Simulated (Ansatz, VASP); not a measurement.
Two plane-wave programs on Zr

File INCAR:

```
SYSTEM = Zr
ALGO = Normal
EDIFF = 1E-8
ENCUT = 520
ISIF = 2
ISMEAR = -1
LASPH = .TRUE.
LCHARG = .FALSE.
LEFG = .TRUE.
LREAL = .FALSE.
LWAVE = .FALSE.
NBANDS = 19
NELM = 60
PREC = Accurate
SIGMA = 0.03
```

The input KPOINTS:

```
k-points
0
G
  13 13 7
  0 0 0
```

The input POSCAR:

```
Zr
1.0
    3.1660205622      0.0000000000      0.0000000000
   -1.5830102810      2.7418542357      0.0000000000
    0.0000000000      0.0000000000      5.0419297016
Zr
2
Direct
    0.3333333333      0.6666666667      0.2500000000
    0.6666666667      0.3333333333      0.7500000000
```

Input for Ansatz:

```yaml
crystal:
  lattice:
    - [3.1660205622, 0.0, 0.0]
    - [-1.583010281, 2.7418542357, 0.0]
    - [0.0, 0.0, 5.0419297016]
  atoms:
    - { symbol: Zr, position: [0.3333333333, 0.6666666667, 0.25] }
    - { symbol: Zr, position: [0.6666666667, 0.3333333333, 0.75] }
kpoints:
  mp_grid: { grid: [13, 13, 7] }
scf:
  occupations: { method: fermi_dirac, width: 0.03 }
hamiltonian:
  xc: lda
  pseudopotentials: { kind: paw }
output:
  forces: true
  stress: true
  eigenvalues: true
  efg: { contact_densities: true }
  write_density: true
  write_potential: true
  elf: true
  volumetric_format: npy
```

Change from the starting cell: volume scaled by 0.94, PAW files.

Alike in both runs: task electric field gradients; functional LDA; k mesh 13 × 13 × 7; occupations fermi-dirac, width 0.03 eV; no spin polarisation.

|  | VASP | Ansatz |
| --- | --- | --- |
| version | VASP 6.6.1 | Ansatz 0.2.0 |
| potentials or method | VASP PAW LDA potentials, release 64 (Zr_sv) | PAW with Ansatz's default frozen-core files, scalar-relativistic |
| plane-wave cutoff (eV) | 520 | 420 |
| valence electrons in the cell | 24 | 24 |

Ansatz gave:

| Item | Value |
| --- | --- |
| pressure (GPa) | -0.4 |
| traceless stress, the component that is largest in VASP (GPa) | 0.78 |
| size of Vzz on the site where it differs most (V/Å²) | 49.9 |

Question: Which values does VASP return?

Answer: Pressure (GPa): -0.3; traceless stress, the component that is largest in VASP (GPa): 0.80; size of Vzz on the site where it differs most (V/Å²): 50.0.

LDA's correlation is that of Perdew and Zunger in VASP and of Perdew and Wang (1992) in Ansatz.
